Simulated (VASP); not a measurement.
CdF2 (CdI2 type): electric field gradients with PBE

CdF2 (CdI2 type):

```
Cd F
1.0
     3.55338    0.00000    0.00000
    -1.77669    3.07731    0.00000
     0.00000    0.00000    4.96595
Cd F
1 2
Cartesian
  0.0000 0.0000 0.0000
  0.0000 2.0515 0.9949
  1.7767 1.0258 3.9711
```

- Program: VASP 6.6.1
- Task: electric field gradients
- Functional: PBE
- Potentials or basis: VASP PAW PBE potentials, release 64 (Cd, F)
- Cutoff: 520 eV
- k mesh: 13 × 13 × 7
- Occupations: fermi-dirac, width 0.05 eV
- Spin: no spin polarisation
- Dipole correction: no
- Further INCAR settings: ALGO = Normal; EDIFF = 1e-08; NBANDS = 20

```yaml
Pressure: 0.6 GPa
Largest_force: 0.067 eV/Å
Band_gap_on_the_k_mesh: 3.41 eV (least direct gap 3.43 eV)
Largest_electric_field_gradient_by_atom: Cd +85.6; F -44.8 V/Å²
```

Forces on the atoms (eV/Å):
```
Cd   0.000  0.000  0.000
F    0.000  0.000  0.067
F    0.000  0.000 -0.067
```

Stress tensor (GPa, compression positive):
```
0.75 0.00 0.00
0.00 0.75 0.00
0.00 0.00 0.18
```

Levels at points of the mesh, in eV from the valence-band top:
| k point | band 11 | band 12 | band 13 | band 14 | band 15 | band 16 |
| --- | --- | --- | --- | --- | --- | --- |
| (0.00, 0.00, 0.00) | -0.58 | -0.03 | -0.03 | 3.41 | 8.85 | 11.81 |

Electric field gradients, principal values (V/Å²):
| atom | least | middle | greatest (by size) |
| --- | --- | --- | --- |
| 1 Cd | -42.787 | -42.789 | 85.575 |
| 2 F | 22.387 | 22.393 | -44.779 |
| 3 F | 22.387 | 22.393 | -44.779 |

It took 5 min on 1 thread of Intel Xeon 8259CL (shared host), peak memory 0.27 GiB.

Caveat: without QUAD_EFG the Cq values of the log hold for a quadrupole moment of 1 mb, not for the nuclei. A k mesh can miss the band edges.
